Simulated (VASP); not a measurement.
# PtSe (F-43m) in VASP: notebook

Aim: see how the results for PtSe move with the level of theory and the settings. Levels: HSE06, PBE-based screened hybrid. Tasks: single point.

All numbers are computed with VASP 6.6.1; they aren't measurements. Logs are shortened: lines on timing, memory, paths and dates and some standing lists are left out, and cuts for length are marked.

## 1. The cell of the first run

It takes space group F-43m (No. 216, cubic). The conventional cell has a = 6.075 Å, b = 6.075 Å, c = 6.075 Å, α = 90.00°, β = 90.00°, γ = 90.00°. Pt (site symmetry -43m) has 4 Se at 2.63 Å within 3.5 Å. Within 3.5 Å of Se (site symmetry -43m) lie 4 Pt at 2.63 Å.

## 2. Single point, HSE06

POSCAR

```
PtSe
1.0
    0.0000000000      3.0374472300      3.0374472300
    3.0374472300      0.0000000000      3.0374472300
    3.0374472300      3.0374472300      0.0000000000
Pt Se
1 1
Direct
    0.0000000000      0.0000000000      0.0000000000
    0.2500000000      0.2500000000      0.2500000000
```

INCAR.step1

```
  ALGO = Normal
  EDIFF = 1E-5
  ENCUT = 520
  GGA = PE
  ISIF = 2
  ISMEAR = -1
  LASPH = T
  LREAL = F
  LWAVE = T
  NBANDS = 15
  NELM = 100
  PREC = Accurate
  SIGMA = 0.05
```

INCAR.step2

```
  ALGO = Normal
  EDIFF = 1E-7
  ENCUT = 520
  GGA = PE
  HFSCREEN = 0.2079
  ISIF = 2
  ISMEAR = -1
  ISTART = 1
  LASPH = T
  LCHARG = T
  LELF = T
  LHFCALC = T
  LREAL = F
  LVHAR = T
  LWAVE = F
  NBANDS = 15
  NELM = 100
  PREC = Accurate
  PRECFOCK = Normal
  SIGMA = 0.05
```

KPOINTS

```
k-points
0
Gamma
  4 4 4
```

Potentials or basis: VASP PAW PBE potentials, release 64 (Pt, Se).

On the command line:

```sh
> cat potpaw_PBE.64/Pt/POTCAR potpaw_PBE.64/Se/POTCAR > POTCAR
> cp INCAR.step1 INCAR
> mpirun -np 1 vasp_std > vasp.out
> cp INCAR.step2 INCAR
> mpirun -np 1 vasp_std > vasp.out
```

OUTCAR:

```text
EDIFF = 1E-7
   ENCUT = 520
   GGA = PE
   HFSCREEN = 0.2079
   ISIF = 2
   ISMEAR = -1
   ISTART = 1
   LASPH = T
   LHFCALC = T
   LREAL = F
   NELM = 100
   PREC = Accurate
   PRECFOCK = Normal

 ion  position               nearest neighbor table
   1  0.000  0.000  0.000-   2 2.63   2 2.63   2 2.63   2 2.63
   2  0.250  0.250  0.250-   1 2.63   1 2.63   1 2.63   1 2.63

  LATTYP: Found a face centered cubic cell.
 ALAT       =     6.0748944600

  Lattice vectors:

 A1 = (   0.0000000000,   3.0374472300,   3.0374472300)
 A2 = (   3.0374472300,   0.0000000000,   3.0374472300)
 A3 = (   3.0374472300,   3.0374472300,   0.0000000000)

Analysis of symmetry for initial positions (statically):
=====================================================================
 Subroutine PRICEL returns:
 Original cell was already a primitive cell.

 Routine SETGRP: Setting up the symmetry group for a
 face centered cubic supercell.

 Subroutine GETGRP returns: Found 24 space group operations
 (whereof 24 operations were pure point group operations)
 out of a pool of 48 trial point group operations.

The static configuration has the point symmetry T_d .

Analysis of symmetry for dynamics (positions and initial velocities):
=====================================================================
 Subroutine PRICEL returns:
 Original cell was already a primitive cell.

 Routine SETGRP: Setting up the symmetry group for a
 face centered cubic supercell.

 Subroutine GETGRP returns: Found 24 space group operations
 (whereof 24 operations were pure point group operations)
 out of a pool of 48 trial point group operations.

The dynamic configuration has the point symmetry T_d .

 Subroutine INISYM returns: Found 24 space group operations
 (whereof 24 operations are pure point group operations),
 and found     1 'primitive' translations

----------------------------------------------------------------------------------------

                                     Primitive cell

  volume of cell :      56.0475

  direct lattice vectors                    reciprocal lattice vectors
     0.000000000  3.037447230  3.037447230    -0.164611913  0.164611913  0.164611913
     3.037447230  0.000000000  3.037447230     0.164611913 -0.164611913  0.164611913
     3.037447230  3.037447230  0.000000000     0.164611913  0.164611913 -0.164611913

  length of vectors
     4.295599068  4.295599068  4.295599068     0.285116197  0.285116197  0.285116197

  position of ions in fractional coordinates (direct lattice)
     0.000000000  0.000000000  0.000000000
     0.250000000  0.250000000  0.250000000

  ion indices of the primitive-cell ions
   primitive index   ion index
                 1           1
                 2           2

----------------------------------------------------------------------------------------

 KPOINTS: k-points

Automatic generation of k-mesh.
 Grid dimensions read from file:
 generate k-points for:    4    4    4

 Generating k-lattice:

  Cartesian coordinates                     Fractional coordinates (reciprocal lattice)
    -0.041152978  0.041152978  0.041152978     0.250000000  0.000000000  0.000000000
     0.041152978 -0.041152978  0.041152978     0.000000000  0.250000000  0.000000000
     0.041152978  0.041152978 -0.041152978     0.000000000  0.000000000  0.250000000

  Length of vectors
     0.071279049  0.071279049  0.071279049

  Shift w.r.t. Gamma in fractional coordinates (k-lattice)
     0.000000000  0.000000000  0.000000000

 Subroutine IBZKPT returns following result:
 ===========================================

 Found      8 irreducible k-points:

 Following reciprocal coordinates:
            Coordinates               Weight
  0.000000  0.000000  0.000000      1.000000
  0.250000  0.000000  0.000000      8.000000
  0.500000  0.000000  0.000000      4.000000
  0.250000  0.250000  0.000000      6.000000
  0.500000  0.250000  0.000000     24.000000
 -0.250000  0.250000  0.000000     12.000000
  0.500000  0.500000  0.000000      3.000000
 -0.250000  0.500000  0.250000      6.000000
   k-points           NKPTS =      8   k-points in BZ     NKDIM =     64   number of bands    NBANDS=     15
   number of dos      NEDOS =    301   number of ions     NIONS =      2
   total plane-waves  NPLWV =  32768
   dimension x,y,z NGX =    32 NGY =   32 NGZ =   32
   dimension x,y,z NGXF=    64 NGYF=   64 NGZF=   64
   ions per type =               1   1
   NGX,Y,Z   is equivalent  to a cutoff of  12.38, 12.38, 12.38 a.u.
   NGXF,Y,Z  is equivalent  to a cutoff of  24.77, 24.77, 24.77 a.u.
 SYSTEM =  unknown system
   PREC   = accura    normal or accurate (medium, high low for compatibility)
   ISTART =      1    job   : 0-new  1-cont  2-samecut
   ICHARG =      0    charge: 1-file 2-atom 10-const
   ISPIN  =      1    spin polarized calculation?
   LNONCOLLINEAR =      F non collinear calculations
   LSORBIT =      F    spin-orbit coupling
   LASPH  =      T    aspherical Exc in radial PAW
   ENCUT  =  520.0 eV  38.22 Ry    6.18 a.u.   7.99  7.99  7.99*2*pi/ulx,y,z
   NELM   =    100;   NELMIN=  2; NELMDL=  0     # of ELM steps
   EDIFF  = 0.1E-06   stopping-criterion for ELM
   LREAL  =      F    real-space projection
   EDIFFG = 0.1E-05   stopping-criterion for IOM
   NSW    =      0    number of steps for IOM
   IBRION =     -1    ionic relax: 0-MD 1-quasi-New 2-CG
   NFREE  =      0    steps in history (QN), initial steepest desc. (CG)
   ISIF   =      2    stress and relaxation
   ISYM   =      3    0-nonsym 1-usesym 2-fastsym
   POTIM  = 0.5000    time-step for ionic-motion
   TEBEG  =    0.0;   TEEND  =   0.0 temperature during run
   PSTRESS=    0.0 pullay stress
   NELECT =      16.0000    total number of electrons
   NUPDOWN=      -1.0000    fix difference up-down
   EMIN   =  10.00;   EMAX   =-10.00  energy-range for DOS
   EFERMI =   0.00;   METHOD = LEGACY
   ISMEAR =    -1;   SIGMA  =   0.05  broadening in eV -4-tet -1-fermi 0-gaus
   EFERMI_NEDOS =   21; number of points for ismear=-14 and -15
   IALGO  =     38    algorithm
   IMIX   =      1    mixing-type and parameters
     AMIX     =   0.40;   BMIX     =  1.00
     AMIX_MAG =   1.60;   BMIX_MAG =  1.00
  volume/ion in A,a.u.               =      28.02       189.11
  Fermi-wavevector in a.u.,A,eV,Ry     =   1.077944  2.037018 15.809462  1.161963
  Thomas-Fermi vector in A             =   2.213869
   LORBIT       =      0    0 simple, 1 ext, 2 COOP (PROOUT), +10 PAW based schemes
   GGA     = PE    functional components
   LHFCALC =     T    Hartree Fock is set to
   PRECFOCK=normal    Normal, Fast or Accurate (Low or Medium for compatibility)
   ENCUT4O =  -1.0   cutoff for four orbital integrals eV
   NKREDX  =     1    reduce k-point grid by
   NKREDY  =     1    reduce k-point grid by
   NKREDZ  =     1    reduce k-point grid by
   AEXX    =    0.2500 exact exchange contribution
   HFSCREEN=    0.2079 screening length (either q_TF or 0.3 A-1)
   HFSCREENC=   0.2079 screening length for correlation (either q_TF or 0.3 A-1)
   ENCUTFOCK=  -1.0 apply spherical cutoff to Coloumb kernel
   IVDW    =     0    specifies the selected vdW correction
   LEPSILON=     F    determine dielectric tensor
   LRPA    =     F    only Hartree local field effects (RPA)
 non-spin polarized calculation
  energy-cutoff  :      520.00
  volume of cell :       56.05
 maximum number of plane-waves:      1540
  NGX = 24; NGY = 24; NGZ = 24

 number of electron      16.0000002 magnetization

 Free energy of the ion-electron system (eV)
  ---------------------------------------------------
  ext. energy  EPLUGINS =         0.00000000
  ---------------------------------------------------
  free energy    TOTEN  =       -10.63951617 eV

  energy without entropy =      -10.61086325  energy(sigma->0) =      -10.62518971

 E-fermi :   2.4470     XC(G=0):  -7.6083

 val. band max:        2.3189820562   @ k =   0.2500   0.2500   0.0000
 cond. band min:       2.4515463524   @ k =   0.5000   0.2500   0.0000
 fundamental gap:      0.1325642962
 Fermi energy:         2.4469790224

 k-point     1 :       0.0000    0.0000    0.0000
  band No.  band energies     occupation
      1     -12.4361      2.00000
      2      -2.3853      2.00000
      3      -2.3853      2.00000
      4      -2.3853      2.00000
      5      -0.1811      2.00000
      6      -0.1811      2.00000
      7       3.6250      0.00000
      8       4.6543      0.00000
      9       4.6543      0.00000
     10       4.6543      0.00000
     11      10.0110      0.00000
     12      10.0110      0.00000
     13      10.0110      0.00000
     14      13.6204      0.00000
     15      15.9744      0.00000

 k-point     2 :       0.2500    0.0000    0.0000
  band No.  band energies     occupation
      1     -12.2001      2.00000
      2      -2.6602      2.00000
      3      -2.2250      2.00000
      4      -2.2250      2.00000
      5      -0.1706      2.00000
      6      -0.1706      2.00000
      7       2.0160      1.99964
      8       3.9828      0.00000
      9       3.9828      0.00000
     10       5.4556      0.00000
     11       9.5222      0.00000
     12      10.6728      0.00000
     13      10.6728      0.00000
     14      14.0411      0.00000
     15      14.6637      0.00000

 k-point     3 :       0.5000    0.0000    0.0000
  band No.  band energies     occupation
      1     -11.9477      2.00000
      2      -2.7083      2.00000
      3      -2.0955      2.00000
      4      -2.0955      2.00000
      5      -0.0229      2.00000
      6      -0.0229      2.00000
      7       0.3729      2.00000
      8       3.2567      0.00000
      9       3.2567      0.00000
     10       5.8069      0.00000
     11      10.9200      0.00000
     12      10.9200      0.00000
     13      10.9583      0.00000
     14      13.5810      0.00000
     15      16.1439      0.00000

 k-point     4 :       0.2500    0.2500    0.0000
  band No.  band energies     occupation
      1     -12.1211      2.00000
      2      -2.9020      2.00000
      3      -2.0314      2.00000
      4      -2.0314      2.00000
      5      -0.3530      2.00000
      6      -0.0441      2.00000
      7       2.3190      1.85648
      8       3.0809      0.00001
      9       3.0809      0.00001
     10       6.5490      0.00000
     11       8.1317      0.00000
     12      11.7064      0.00000
     13      11.7064      0.00000
     14      12.3008      0.00000
     15      15.6256      0.00000

 k-point     5 :       0.5000    0.2500    0.0000
  band No.  band energies     occupation
      1     -11.8684      2.00000
      2      -2.8257      2.00000
      3      -1.9402      2.00000
      4      -1.8175      2.00000
      5      -0.1556      2.00000
      6       0.0104      2.00000
      7       0.5833      2.00000
      8       2.0560      1.99920
      9       2.4515      0.95436
     10       7.4271      0.00000
     11       9.0364      0.00000
     12      11.1410      0.00000
     13      12.1121      0.00000
     14      13.9672      0.00000
     15      16.2714      0.00000

 k-point     6 :      -0.2500    0.2500    0.0000
  band No.  band energies     occupation
      1     -11.9528      2.00000
      2      -2.6010      2.00000
      3      -2.2096      2.00000
      4      -2.0157      2.00000
      5      -0.2117      2.00000
      6      -0.0371      2.00000
      7       1.1617      2.00000
      8       1.8543      1.99999
      9       3.3901      0.00000
     10       7.1236      0.00000
     11       9.6574      0.00000
     12      10.3079      0.00000
     13      11.3349      0.00000
     14      14.3417      0.00000
     15      15.5726      0.00000

 k-point     7 :       0.5000    0.5000    0.0000
  band No.  band energies     occupation
      1     -11.7842      2.00000
      2      -3.2181      2.00000
      3      -1.4565      2.00000
      4      -1.4565      2.00000
      5       0.0987      2.00000
      6       0.1493      2.00000
      7       0.2673      2.00000
      8       1.5726      2.00000
      9       1.5726      2.00000
     10       7.4907      0.00000
     11       7.9174      0.00000
     12      12.3733      0.00000
     13      14.5635      0.00000
     14      14.5635      0.00000
     15      15.2567      0.00000

 k-point     8 :      -0.2500    0.5000    0.2500
  band No.  band energies     occupation
      1     -11.7839      2.00000
      2      -2.5018      2.00000
      3      -2.3536      2.00000
      4      -1.4566      2.00000
      5      -0.1634      2.00000
      6       0.1549      2.00000
      7       0.5885      2.00000
      8       0.8906      2.00000
      9       2.1302      1.99646
     10       8.4843      0.00000
     11       9.4652      0.00000
     12      10.5323      0.00000
     13      11.5619      0.00000
     14      15.1180      0.00000
     15      16.4606      0.00000

------------------------ aborting loop because EDIFF is reached ----------------------------------------

  FORCE on cell =-STRESS in cart. coord.  units (eV):
  Direction    XX          YY          ZZ          XY          YZ          ZX
  --------------------------------------------------------------------------------------
  -------------------------------------------------------------------------------------
  Total       -4.7691029     -4.7691029     -4.7691029      0.0000000      0.0000000      0.0000000
  in kB     -136.3298796   -136.3298796   -136.3298796      0.0000000      0.0000000      0.0000000
  external PRESSURE =    -136.3298796 kB  Pullay stress =       0.0000000 kB

 VOLUME and BASIS-vectors are now :
 -----------------------------------------------------------------------------
  energy-cutoff  :      520.00
  volume of cell :       56.05
      direct lattice vectors                 reciprocal lattice vectors
     0.000000000  3.037447230  3.037447230    -0.164611913  0.164611913  0.164611913
     3.037447230  0.000000000  3.037447230     0.164611913 -0.164611913  0.164611913
     3.037447230  3.037447230  0.000000000     0.164611913  0.164611913 -0.164611913

 POSITION                                       TOTAL-FORCE (eV/Angst)
 -----------------------------------------------------------------------------------
      0.00000      0.00000      0.00000         0.000000      0.000000      0.000000
      1.51872      1.51872      1.51872        -0.000000     -0.000000      0.000000
 -----------------------------------------------------------------------------------
    total drift:                                0.000001     -0.000000     -0.000000

  FREE ENERGIE OF THE ION-ELECTRON SYSTEM (eV)
  ---------------------------------------------------
  free  energy   TOTEN  =       -10.6395161685 eV

  energy  without entropy=      -10.6108632518  energy(sigma->0) =      -10.62518971
```

Run time: 4.6 min. Hardware: 1 thread of AMD EPYC 9R45 (Zen 5), shared host; peak memory 0.26 GiB.

What came out:

| Property | Result |
| --- | --- |
| Free energy | -10.6395 eV |
| Pressure | -13.6 GPa |
| Band gap on the k mesh | zero (band 8 reaches 4.65 eV, above the bottom of band 9 at 1.57 eV) |

Caveat: the k points lie up to 0.45 Å⁻¹ apart; the PAW data sets were made with another functional, which shifts forces and pressure a little; spin-orbit coupling is left out, which moves the levels of the heavy elements.

## 3. Single point, PBE-based screened hybrid

POSCAR is that of step 2.

INCAR.step1

```
PREC     = Accurate       # precision mode
ENCUT    = 520            # plane-wave cutoff, eV
EDIFF    = 1E-5           # SCF threshold, eV
ISMEAR   = -1             # smearing method
SIGMA    = 0.05           # smearing width, eV
LREAL    = False          # projectors in reciprocal space
LASPH    = True           # aspherical terms in the spheres
NELM     = 60             # most SCF steps
ALGO     = Normal         # electronic algorithm
ISIF     = 2              # what is computed and relaxed
LWAVE    = True           # write WAVECAR
LCHARG   = False          # write CHGCAR
GGA      = PE             # functional
NBANDS   = 15             # bands
```

INCAR.step2

```
PREC     = Accurate       # precision mode
ENCUT    = 520            # plane-wave cutoff, eV
EDIFF    = 1E-6           # SCF threshold, eV
ISMEAR   = -1             # smearing method
SIGMA    = 0.05           # smearing width, eV
LREAL    = False          # projectors in reciprocal space
LASPH    = True           # aspherical terms in the spheres
NELM     = 60             # most SCF steps
ALGO     = Normal         # electronic algorithm
ISIF     = 2              # what is computed and relaxed
LWAVE    = False          # write WAVECAR
LCHARG   = False          # write CHGCAR
GGA      = PE             # functional
LHFCALC  = True           # exact exchange
AEXX     = 0.25           # exact-exchange fraction
HFSCREEN = 0.3            # screening, 1/A
PRECFOCK = Normal       
ISTART   = 1            
NBANDS   = 15             # bands
```

KPOINTS

```
Automatic mesh
0
Gamma
  4 4 4
```

Potentials or basis: VASP PAW PBE potentials, release 64 (Pt, Se).

On the command line:

```sh
> cat potpaw_PBE.64/Pt/POTCAR potpaw_PBE.64/Se/POTCAR > POTCAR
> cp INCAR.step1 INCAR
> mpirun -np 1 vasp_std > vasp.out
> cp INCAR.step2 INCAR
> mpirun -np 1 vasp_std > vasp.out
```

Run time: 3.3 min. Hardware: 1 thread of AMD EPYC 9R45 (Zen 5), shared host; peak memory 0.26 GiB.

It converged, with:

```
Free energy            : -10.3446 eV
Pressure               : -13.3 GPa
Band gap on the k mesh : zero (band 8 reaches 4.59 eV, above the bottom of band 9 at 1.65 eV)
```

Levels at points of the mesh, in eV from the Fermi level:
```tsv
k point	band 5	band 6	band 7	band 8	band 9	band 10
(0.00, 0.00, 0.00)	-2.51	-2.51	1.08	2.10	2.10	2.10
(0.50, 0.00, 0.00)	-2.36	-2.36	-1.97	0.77	0.77	3.24
(0.50, 0.50, 0.00)	-2.24	-2.19	-2.08	-0.83	-0.83	4.93
```

Caveat: the k points lie up to 0.45 Å⁻¹ apart; the PAW data sets were made with another functional, which shifts forces and pressure a little; spin-orbit coupling is left out, which moves the levels of the heavy elements.
